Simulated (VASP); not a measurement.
# Te (P3_121) in VASP: a series of runs

Runs on Te. Level: LDA. Tasks: single point.

All numbers are computed with VASP 6.6.1; they aren't measurements. Logs are shortened: lines on timing, memory, paths and dates and some standing lists are left out, and cuts for length are marked.

**1. The cell of the first run**

The structure is trigonal, space group P3_121 (No. 152). The conventional cell has a = 4.297 Å, b = 4.297 Å, c = 5.904 Å, α = 90.00°, β = 90.00°, γ = 120.00°. Within 3.8 Å of Te (site symmetry 2) lie 6 Te at 2.90 to 3.32 Å.

**2. Single point, LDA**

INCAR

```
ALGO = Normal
EDIFF = 1E-6
ENCUT = 520
GGA = CA
ISIF = 2
ISMEAR = 1
LASPH = True
LCHARG = False
LREAL = False
LWAVE = False
NBANDS = 16
NELM = 60
PREC = Accurate
SIGMA = 1.0
```

KPOINTS

```
k-points
0
Gamma
  9 9 6
```

POSCAR

```
Te
1.0
    4.2966332825      0.0000000000      0.0000000000
   -2.1483166412      3.7209935734      0.0000000000
    0.0000000000      0.0000000000      5.9041060663
Te
3
Direct
    0.2855404168      1.0000000000      0.3333333333
    1.0000000000      0.2855404168      0.6666666667
    0.7144595832      0.7144595832      1.0000000000
```

Potentials or basis: VASP PAW LDA potentials, release 64 (Te).

Command:

```console
$ cat potpaw_LDA.64/Te/POTCAR > POTCAR
$ mpirun -np 1 vasp_std > vasp.out
```

OUTCAR:

```text
EDIFF = 1E-6
   ENCUT = 520
   GGA = CA
   ISIF = 2
   ISMEAR = 1
   LASPH = True
   LREAL = False
   NELM = 60
   PREC = Accurate

 ion  position               nearest neighbor table
   1  0.286  0.000  0.333-   3 2.90   2 2.90   3 3.32   3 3.32   2 3.32   2 3.32
   2  0.000  0.286  0.667-   3 2.90   1 2.90   3 3.32   3 3.32   1 3.32   1 3.32
   3  0.714  0.714  0.000-   2 2.90   1 2.90   2 3.32   1 3.32   1 3.32   2 3.32

  LATTYP: Found a hexagonal cell.
 ALAT       =     4.2966332825
 C/A-ratio  =     1.3741238030

  Lattice vectors:

 A1 = (   4.2966332825,   0.0000000000,   0.0000000000)
 A2 = (  -2.1483166412,   3.7209935734,   0.0000000000)
 A3 = (   0.0000000000,   0.0000000000,   5.9041060663)

Analysis of symmetry for initial positions (statically):
=====================================================================
 Subroutine PRICEL returns:
 Original cell was already a primitive cell.

 Routine SETGRP: Setting up the symmetry group for a
 hexagonal supercell.

 Subroutine GETGRP returns: Found  6 space group operations
 (whereof  2 operations were pure point group operations)
 out of a pool of 24 trial point group operations.

The static configuration has the point symmetry C_2 .
 The point group associated with its full space group is D_3 .

Analysis of symmetry for dynamics (positions and initial velocities):
=====================================================================
 Subroutine PRICEL returns:
 Original cell was already a primitive cell.

 Routine SETGRP: Setting up the symmetry group for a
 hexagonal supercell.

 Subroutine GETGRP returns: Found  6 space group operations
 (whereof  2 operations were pure point group operations)
 out of a pool of 24 trial point group operations.

The dynamic configuration has the point symmetry C_2 .
 The point group associated with its full space group is D_3 .

 Subroutine INISYM returns: Found  6 space group operations
 (whereof  2 operations are pure point group operations),
 and found     1 'primitive' translations

----------------------------------------------------------------------------------------

                                     Primitive cell

  volume of cell :      94.3933

  direct lattice vectors                    reciprocal lattice vectors
     4.296633283  0.000000000  0.000000000     0.232740365  0.134372713  0.000000000
    -2.148316641  3.720993573  0.000000000     0.000000000  0.268745425  0.000000000
     0.000000000  0.000000000  5.904106066     0.000000000  0.000000000  0.169373651

  length of vectors
     4.296633283  4.296633282  5.904106066     0.268745425  0.268745425  0.169373651

  position of ions in fractional coordinates (direct lattice)
     0.285540417  0.000000000  0.333333333
     0.000000000  0.285540417  0.666666667
     0.714459583  0.714459583  0.000000000

  ion indices of the primitive-cell ions
   primitive index   ion index
                 1           1
                 2           2
                 3           3

----------------------------------------------------------------------------------------

 KPOINTS: k-points

Automatic generation of k-mesh.
 Grid dimensions read from file:
 generate k-points for:    9    9    6

 Generating k-lattice:

  Cartesian coordinates                     Fractional coordinates (reciprocal lattice)
     0.025860041  0.014930301  0.000000000     0.111111111  0.000000000  0.000000000
     0.000000000  0.029860603  0.000000000     0.000000000  0.111111111  0.000000000
     0.000000000  0.000000000  0.028228942     0.000000000  0.000000000  0.166666667

  Length of vectors
     0.029860603  0.029860603  0.028228942

  Shift w.r.t. Gamma in fractional coordinates (k-lattice)
     0.000000000  0.000000000  0.000000000

 Subroutine IBZKPT returns following result:
 ===========================================

 Found     62 irreducible k-points:

 Following reciprocal coordinates:
            Coordinates               Weight
  0.000000  0.000000  0.000000      1.000000
  0.111111  0.000000  0.000000      6.000000
  0.222222  0.000000  0.000000      6.000000
  0.333333  0.000000  0.000000      6.000000
  0.444444  0.000000  0.000000      6.000000
  0.111111  0.111111  0.000000      6.000000
[... 16 lines left out ...]
  0.222222  0.111111  0.166667     12.000000
 -0.111111  0.333333  0.166667     12.000000
 [... further k-points ...]
   k-points           NKPTS =     62   k-points in BZ     NKDIM =     62   number of bands    NBANDS=     16
   number of dos      NEDOS =    301   number of ions     NIONS =      3
   total plane-waves  NPLWV =  49152
   dimension x,y,z NGX =    32 NGY =   32 NGZ =   48
   dimension x,y,z NGXF=    64 NGYF=   64 NGZF=   96
   ions per type =               3
   NGX,Y,Z   is equivalent  to a cutoff of  12.38, 12.38, 13.52 a.u.
   NGXF,Y,Z  is equivalent  to a cutoff of  24.76, 24.76, 27.03 a.u.
 SYSTEM =  unknown system
   PREC   = accura    normal or accurate (medium, high low for compatibility)
   ISTART =      0    job   : 0-new  1-cont  2-samecut
   ICHARG =      2    charge: 1-file 2-atom 10-const
   ISPIN  =      1    spin polarized calculation?
   LNONCOLLINEAR =      F non collinear calculations
   LSORBIT =      F    spin-orbit coupling
   LASPH  =      T    aspherical Exc in radial PAW
   ENCUT  =  520.0 eV  38.22 Ry    6.18 a.u.   7.99  7.99 10.98*2*pi/ulx,y,z
   NELM   =     60;   NELMIN=  2; NELMDL= -5     # of ELM steps
   EDIFF  = 0.1E-05   stopping-criterion for ELM
   LREAL  =      F    real-space projection
   EDIFFG = 0.1E-04   stopping-criterion for IOM
   NSW    =      0    number of steps for IOM
   IBRION =     -1    ionic relax: 0-MD 1-quasi-New 2-CG
   NFREE  =      0    steps in history (QN), initial steepest desc. (CG)
   ISIF   =      2    stress and relaxation
   ISYM   =      2    0-nonsym 1-usesym 2-fastsym
   POTIM  = 0.5000    time-step for ionic-motion
   TEBEG  =    0.0;   TEEND  =   0.0 temperature during run
   PSTRESS=    0.0 pullay stress
   NELECT =      18.0000    total number of electrons
   NUPDOWN=      -1.0000    fix difference up-down
   EMIN   =  10.00;   EMAX   =-10.00  energy-range for DOS
   EFERMI =   0.00;   METHOD = LEGACY
   ISMEAR =     1;   SIGMA  =   1.00  broadening in eV -4-tet -1-fermi 0-gaus
   EFERMI_NEDOS =   21; number of points for ismear=-14 and -15
   IALGO  =     38    algorithm
   IMIX   =      4    mixing-type and parameters
     AMIX     =   0.40;   BMIX     =  1.00
     AMIX_MAG =   1.60;   BMIX_MAG =  1.00
  volume/ion in A,a.u.               =      31.46       212.33
  Fermi-wavevector in a.u.,A,eV,Ry     =   0.942291  1.780672 12.080790  0.887913
  Thomas-Fermi vector in A             =   2.069886
   LORBIT       =      0    0 simple, 1 ext, 2 COOP (PROOUT), +10 PAW based schemes
   GGA     = CA    functional components
   LHFCALC =     F    Hartree Fock is set to
   AEXX    =    0.0000 exact exchange contribution
   IVDW    =     0    specifies the selected vdW correction
   LEPSILON=     F    determine dielectric tensor
   LRPA    =     F    only Hartree local field effects (RPA)
 non-spin polarized calculation
 Methfessel and Paxton  Order N= 1 SIGMA  =   1.00
  energy-cutoff  :      520.00
  volume of cell :       94.39
 maximum number of plane-waves:      2562
   NGX = 15   NGY = 15   NGZ = 21

 number of electron      17.9999999 magnetization

 Free energy of the ion-electron system (eV)
  ---------------------------------------------------
  ext. energy  EPLUGINS =         0.00000000
  ---------------------------------------------------
  free energy    TOTEN  =       -11.30431831 eV

  energy without entropy =      -11.49478275  energy(sigma->0) =      -11.36780646

 E-fermi :   6.8131     XC(G=0):  -9.6464

 val. band max:        6.5854267998   @ k =   0.0000   0.3333   0.3333
 cond. band min:       6.8340925322   @ k =   0.3333   0.3333   0.5000
 fundamental gap:      0.2486657324
 Fermi energy:         6.8131486749

 k-point     1 :       0.0000    0.0000    0.0000
  band No.  band energies     occupation
      1      -7.2634      2.00000
      2      -3.7944      2.00000
      3      -3.7944      2.00000
      4       3.7924      2.00017
      5       4.1743      2.00122
      6       4.1743      2.00122
[... 8 lines left out ...]
     15      12.8737     -0.00000
     16      12.8737     -0.00000

 k-point     2 :       0.1111    0.0000    0.0000
  band No.  band energies     occupation
      1      -7.1620      2.00000
      2      -3.8043      2.00000
      3      -3.7604      2.00000
      4       2.9600      2.00000
      5       3.5726      2.00005
      6       3.8017      2.00018
[... 8 lines left out ...]
     15      12.7631     -0.00000
     16      13.0706     -0.00000

 k-point     3 :       0.2222    0.0000    0.0000
  band No.  band energies     occupation
      1      -6.8669      2.00000
      2      -3.9004      2.00000
      3      -3.6643      2.00000
      4       1.9828      2.00000
      5       2.8293      2.00000
      6       3.3002      2.00001
[... 8 lines left out ...]
     15      13.0003     -0.00000
     16      13.8236     -0.00000

 k-point     4 :       0.3333    0.0000    0.0000
  band No.  band energies     occupation
      1      -6.4149      2.00000
      2      -4.2009      2.00000
      3      -3.5386      2.00000
      4       1.5499      2.00000
      5       2.2500      2.00000
      6       2.9065      2.00000
[... 8 lines left out ...]
     15      13.8686     -0.00000
     16      14.7885     -0.00000
[... 324 lines left out ...]
 k-point    22 :       0.1111    0.1111    0.1667
  band No.  band energies     occupation
      1      -6.8637      2.00000
      2      -4.6431      2.00000
      3      -2.9360      2.00000
      4       2.4220      2.00000
      5       2.7052      2.00000
      6       3.8114      2.00018
[... 8 lines left out ...]
     15      12.8712     -0.00000
     16      13.2783     -0.00000

 k-point    23 :       0.2222    0.1111    0.1667
  band No.  band energies     occupation
      1      -6.5003      2.00000
      2      -4.4665      2.00000
      3      -3.3150      2.00000
      4       1.9818      2.00000
      5       2.3918      2.00000
      6       3.5427      2.00004
[... 8 lines left out ...]
     15      13.3078     -0.00000
     16      13.9144     -0.00000

 k-point    24 :      -0.1111    0.3333    0.1667
  band No.  band energies     occupation
      1      -6.4879      2.00000
      2      -4.5904      2.00000
      3      -3.1107      2.00000
      4       1.5535      2.00000
      5       2.2297      2.00000
      6       3.2378      2.00001
[... 8 lines left out ...]
     15      13.8738     -0.00000
     16      14.7116     -0.00000

 [... further k-points ...]

------------------------ aborting loop because EDIFF is reached ----------------------------------------

  FORCE on cell =-STRESS in cart. coord.  units (eV):
  Direction    XX          YY          ZZ          XY          YZ          ZX
  --------------------------------------------------------------------------------------
  -------------------------------------------------------------------------------------
  Total       -0.0975722     -0.0975722     -0.1617346     -0.0000000      0.0000000      0.0000000
  in kB       -1.6561327     -1.6561327     -2.7451879     -0.0000000      0.0000000      0.0000000
  external PRESSURE =      -2.0191511 kB  Pullay stress =       0.0000000 kB

 VOLUME and BASIS-vectors are now :
 -----------------------------------------------------------------------------
  energy-cutoff  :      520.00
  volume of cell :       94.39
      direct lattice vectors                 reciprocal lattice vectors
     4.296633283  0.000000000  0.000000000     0.232740365  0.134372713  0.000000000
    -2.148316641  3.720993573  0.000000000     0.000000000  0.268745425  0.000000000
     0.000000000  0.000000000  5.904106066     0.000000000  0.000000000  0.169373651

 POSITION                                       TOTAL-FORCE (eV/Angst)
 -----------------------------------------------------------------------------------
      1.22686      0.00000      1.96804         0.138298     -0.000000      0.000000
     -0.61343      1.06249      3.93607        -0.069149      0.119770      0.000000
      1.53489      2.65850      0.00000        -0.069149     -0.119770      0.000000
 -----------------------------------------------------------------------------------
    total drift:                               -0.000000     -0.000000      0.000000

  FREE ENERGIE OF THE ION-ELECTRON SYSTEM (eV)
  ---------------------------------------------------
  free  energy   TOTEN  =       -11.3043183079 eV

  energy  without entropy=      -11.4947827516  energy(sigma->0) =      -11.36780646
```

It took 39 s on 1 thread of AMD EPYC 9R45 (Zen 5), shared host; peak memory 0.19 GiB.

Results:

```
Free energy            : -11.3043 eV
Pressure               : -0.2 GPa
Largest force          : 0.138 eV/Å
Band gap on the k mesh : zero (filled and empty bands touch)
```

Forces in eV/Å, atoms in the order of the input:
```
Te   0.138  0.000  0.000
Te  -0.069  0.120  0.000
Te  -0.069 -0.120  0.000
```

Stress tensor (GPa, compression positive):
```
-0.17  0.00  0.00
 0.00 -0.17  0.00
 0.00  0.00 -0.27
```

Caveat: so wide a smearing shifts energies and pressures; spin-orbit coupling is left out, which moves the levels of the heavy elements.

**3. Single point, LDA**

INCAR

```
PREC = Accurate
ENCUT = 520
EDIFF = 1E-6
ISMEAR = 1
SIGMA = 0.03
LREAL = False
LASPH = True
NELM = 80
ALGO = Normal
ISIF = 2
LWAVE = False
LCHARG = False
GGA = CA
NBANDS = 16
```

KPOINTS

```
Automatic mesh
0
Gamma
  9 9 6
```

POSCAR is that of step 2.

Potentials or basis: VASP PAW LDA potentials, release 64 (Te).

Command:

```console
$ cat potpaw_LDA.64/Te/POTCAR > POTCAR
$ mpirun -np 1 vasp_std > vasp.out
```

Run time: 38 s. Hardware: 1 thread of AMD EPYC 9R45 (Zen 5), shared host; peak memory 0.19 GiB.

It converged, with:

| Item | Value |
| --- | --- |
| Free energy | -11.4105 eV |
| Pressure | 0.0 GPa |
| Largest force | 0.024 eV/Å |
| Band gap on the k mesh | zero (filled and empty bands touch) |

Forces in eV/Å, atoms in the order of the input:
```
Te   0.024  0.000  0.000
Te  -0.012  0.021  0.000
Te  -0.012 -0.021  0.000
```

Stress tensor (GPa, compression positive):
```
-0.08  0.00  0.00
 0.00 -0.08  0.00
 0.00  0.00  0.25
```

Levels at points of the mesh, in eV from the Fermi level:
| k point | band 6 | band 7 | band 8 | band 9 | band 10 | band 11 | band 12 | band 13 |
| --- | --- | --- | --- | --- | --- | --- | --- | --- |
| (0.00, 0.00, 0.00) | -2.67 | -1.87 | -1.87 | -1.24 | 0.96 | 0.96 | 1.61 | 4.75 |
| (0.00, 0.00, 0.50) | -2.77 | -1.34 | -0.92 | -0.92 | 0.17 | 0.22 | 0.22 | 3.57 |

Caveat: spin-orbit coupling is left out, which moves the levels of the heavy elements.

The gap in the log of VASP goes by the Fermi energy; the results here count the filled bands.